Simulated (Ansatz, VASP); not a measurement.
Two plane-wave programs on BaMg2N2

The input INCAR:

```
ALGO = Normal
EDIFF = 1E-6
ENCUT = 520
GGA = PE
ISIF = 2
ISMEAR = 0
LASPH = True
LCHARG = False
LREAL = False
LWAVE = False
NBANDS = 20
NELM = 80
PREC = Accurate
SIGMA = 0.1
```

The input KPOINTS:

```
k-points
0
Gamma
  6 6 2
```

The input POSCAR:

```
BaMg2N2
1.0
    4.0785328800      0.0000000000      0.0000000000
   -2.0392664400      3.5321130900      0.0000000000
    0.0000000000      0.0000000000      7.6047730500
Ba Mg N
1 2 2
Direct
    0.0000000000      0.0000000000      0.0000000000
    0.3333333300      0.6666666700      0.5000000000
    0.6666666700      0.3333333300      0.5000000000
    0.0000000000      0.0000000000      0.2816899800
    0.0000000000      0.0000000000      0.7183100200
```

Input for Ansatz:

```yaml
crystal:
  lattice:
    - [4.07853288, 0.0, 0.0]
    - [-2.03926644, 3.53211309, 0.0]
    - [0.0, 0.0, 7.60477305]
  atoms:
    - { symbol: Ba, position: [0.0, 0.0, 0.0] }
    - { symbol: Mg, position: [0.33333333, 0.66666667, 0.5] }
    - { symbol: Mg, position: [0.66666667, 0.33333333, 0.5] }
    - { symbol: "N", position: [0.0, 0.0, 0.28168998] }
    - { symbol: "N", position: [0.0, 0.0, 0.71831002] }
basis:
  ecutwfc: 420
kpoints:
  mp_grid: { grid: [6, 6, 2] }
hamiltonian:
  xc: pbe
scf:
  occupations: { method: gaussian, width: 0.1 }
  lower_state_search: "off"
output:
  forces: true
  stress: true
  eigenvalues: true
```

Alike in both runs: task single point; functional PBE; k mesh 6 × 6 × 2; occupations gaussian, width 0.1 eV; no spin polarisation.

|  | VASP | Ansatz |
| --- | --- | --- |
| version | VASP 6.6.1 | Ansatz 0.2.0 |
| potentials or method | VASP PAW PBE potentials, release 64 (Ba_sv, Mg, N), cutoff 520 eV | scalar-relativistic, plane waves, PAW |
| valence electrons in the cell | 24 | 40 |

```tsv
	VASP	Ansatz	Ansatz less VASP
gap on the k mesh at the Fermi level (eV)	none	none	-
pressure (GPa)	4.6	3.1	-1.58
traceless stress, the component that is largest in VASP (GPa)	-3.36	-6.62	-3.261
rms of the force components (eV/Å)	1.736	1.440	-0.2964
```

Atom by atom the forces differ by 0.296 eV/Å (rms over components). A gap of «none» marks a metal or a gap that the smearing closes. With one functional, cell and mesh, what is left measures potentials, basis and numerics. VASP's potentials hold 24 valence electrons a cell and Ansatz's 40, so a difference there can come from the potentials and not from the codes.

The k mesh is coarse, so the values compare programs but aren't converged. Spin-orbit coupling is off throughout.
